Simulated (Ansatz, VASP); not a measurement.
# Ir2Pt: VASP beside Ansatz

The input INCAR:

```
SYSTEM = Ir2Pt
  ALGO = Normal
  EDIFF = 1E-6
  ENCUT = 500
  GGA = PE
  GGA_COMPAT = .FALSE.
  ISIF = 2
  ISMEAR = 0
  ISPIN = 2
  LASPH = .TRUE.
  LCHARG = .FALSE.
  LMAXMIX = 4
  LORBIT = 11
  LREAL = .FALSE.
  LWAVE = .FALSE.
  MAGMOM = 1 1 0
  NBANDS = 25
  NELM = 200
  PREC = Accurate
  SIGMA = 0.1
```

File KPOINTS:

```
k-points
0
G
  6 6 4
  0 0 0
```

POSCAR

```
Ir2Pt
1.0
    2.7343473037      0.0000000000      0.0000000000
    0.0000000000      2.7343473037      0.0000000000
    0.0000000000      0.0000000000      6.3946797941
Ir Pt
2 1
Direct
    0.5000000000      0.5000000000      0.3092560683
    0.5000000000      0.5000000000      0.6907439317
    0.0000000000      0.0000000000      0.0000000000
```

Input for Ansatz:

```yaml
crystal:
  lattice:
    - [2.7343473037, 0.0, 0.0]
    - [0.0, 2.7343473037, 0.0]
    - [0.0, 0.0, 6.3946797941]
  atoms:
    - { symbol: Ir, position: [0.5, 0.5, 0.3092560683], spin: 1.0 }
    - { symbol: Ir, position: [0.5, 0.5, 0.6907439317], spin: 1.0 }
    - { symbol: Pt, position: [0.0, 0.0, 0.0] }
basis:
  ecutwfc: 420
kpoints:
  mp_grid: { grid: [6, 6, 4] }
hamiltonian:
  xc: pbe
scf:
  occupations: { method: gaussian, width: 0.1 }
  lower_state_search: "off"
output:
  forces: true
  stress: true
  eigenvalues: true
  populations: true
magnetization:
  spin_polarized: true
```

Alike in both runs: task single point; functional PBE; k mesh 6 × 6 × 4; occupations gaussian, width 0.1 eV; collinear spin.

```csv
,VASP,Ansatz
version,VASP 6.6.1,Ansatz 0.2.0
potentials or method,"VASP PAW PBE potentials, release 64 (Ir, Pt), cutoff 500 eV","scalar-relativistic, plane waves, PAW"
valence electrons in the cell,28,52
```

Ansatz gave:

* gap on the k mesh at the Fermi level (eV): none
* pressure (GPa): 0.0
* traceless stress, the component that is largest in VASP (GPa): -0.25
* rms of the force components (eV/Å): 0.008
* net moment per atom (μB): 0.00

**Question.** Which values does VASP return?

**Answer.** gap on the k mesh at the Fermi level (eV): none; pressure (GPa): -0.1; traceless stress, the component that is largest in VASP (GPa): -0.11; rms of the force components (eV/Å): 0.013; net moment per atom (μB): 0.00.

Atom by atom the forces differ by 0.021 eV/Å (rms over components). A gap of «none» marks a metal or a gap that the smearing closes. VASP's potentials hold 28 valence electrons a cell and Ansatz's 52, so a difference there can come from the potentials and not from the codes. Ansatz's warnings: seeded moment not kept.

The k mesh is coarse, so the values compare programs but aren't converged. Spin-orbit coupling is off throughout.
